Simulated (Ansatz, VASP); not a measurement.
**Zn: VASP beside Ansatz**

File INCAR:

```
ALGO = Normal ; EDIFF = 1E-8
ENCUT = 520 ; GGA = PE
ISIF = 2 ; ISMEAR = -1
LASPH = T ; LCHARG = F
LEFG = T ; LREAL = F
LWAVE = F ; NBANDS = 19
NELM = 100 ; PREC = Accurate
SIGMA = 0.08
```

File KPOINTS:

```
k-points
0
Gamma
  18 18 10
```

The input POSCAR:

```
Zn
1.0
    2.6353843244      0.0000000000      0.0000000000
   -1.3176921622      2.2823097737      0.0000000000
    0.0000000000      0.0000000000      5.0927270444
Zn
2
Direct
    0.3544942768      0.6821575524      0.2500000000
    0.6666666667      0.3333333333      0.7500000000
```

Input for Ansatz:

```yaml
crystal:
  lattice:
    - [2.6353843244, 0.0, 0.0]
    - [-1.3176921622, 2.2823097737, 0.0]
    - [0.0, 0.0, 5.0927270444]
  atoms:
    - { symbol: Zn, position: [0.3544942768, 0.6821575524, 0.25] }
    - { symbol: Zn, position: [0.6666666667, 0.3333333333, 0.75] }
kpoints:
  mp_grid: { grid: [18, 18, 10] }
scf:
  occupations: { method: fermi_dirac, width: 0.08 }
hamiltonian:
  xc: pbe
  pseudopotentials: { kind: all_electron, datasets: crystal }
output:
  forces: true
  stress: true
  eigenvalues: true
  efg: { contact_densities: true }
```

Alike in both runs: task electric field gradients; functional PBE; k mesh 18 × 18 × 10; occupations fermi-dirac, width 0.08 eV; no spin polarisation.

```csv
,VASP,Ansatz
version,VASP 6.6.1,Ansatz 0.2.0
potentials or method,"VASP PAW PBE potentials, release 64 (Zn), cutoff 520 eV","all-electron PAW with datasets made for the crystal, scalar-relativistic"
```

```csv
,VASP,Ansatz,Ansatz less VASP
pressure (GPa),0.4,0.0,-0.32
"traceless stress, the component that is largest in VASP (GPa)",-0.20,-0.04,+0.163
rms of the force components (eV/Å),0.013,0.013,+0.0002
size of Vzz on the site where it differs most (V/Å²),47.9,47.8,-0.15
```

Atom by atom the forces differ by 0.000 eV/Å (rms over components). Ansatz ran all-electron here, and VASP with PAW potentials.
